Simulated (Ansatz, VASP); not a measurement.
# One calculation of Rb, two programs

Contents of INCAR:

```
PREC = Accurate
ENCUT = 520
EDIFF = 1E-6
ISMEAR = 0
SIGMA = 0.15
LREAL = False
LASPH = True
NELM = 80
ALGO = Normal
ISIF = 2
LWAVE = False
LCHARG = False
GGA = PE
NBANDS = 10
```

KPOINTS

```
Automatic mesh
0
Gamma
  12 12 12
```

POSCAR

```
Rb
1.0
   -2.9463000000      2.9463000000      2.9463000000
    2.9463000000     -2.9463000000      2.9463000000
    2.9463000000      2.9463000000     -2.9463000000
Rb
1
Direct
    0.0000000000      0.0000000000      0.0000000000
```

Input for Ansatz:

```yaml
crystal:
  lattice:
    - [-2.9463, 2.9463, 2.9463]
    - [2.9463, -2.9463, 2.9463]
    - [2.9463, 2.9463, -2.9463]
  atoms:
    - { symbol: Rb, position: [0.0, 0.0, 0.0] }
basis:
  ecutwfc: 420
kpoints:
  mp_grid: { grid: [12, 12, 12] }
hamiltonian:
  xc: pbe
scf:
  occupations: { method: gaussian, width: 0.15 }
output:
  forces: true
  stress: true
  eigenvalues: true
```

Change from the starting cell: strain +0.050 along x and y, +0.050 along z, atoms carried along.

Alike in both runs: task single point; functional PBE; k mesh 12 × 12 × 12; occupations gaussian, width 0.15 eV; no spin polarisation.

```csv
,VASP,Ansatz
version,VASP 6.6.1,Ansatz 0.2.0
potentials or method,"VASP PAW PBE potentials, release 64 (Rb_sv), cutoff 520 eV","scalar-relativistic, plane waves, PAW"
valence electrons in the cell,9,9
```

|  | VASP | Ansatz | Ansatz less VASP |
| --- | --- | --- | --- |
| gap on the k mesh at the Fermi level (eV) | none | none | - |
| pressure (GPa) | -0.3 | -0.3 | 0.00 |

A gap of «none» marks a metal or a gap that the smearing closes.
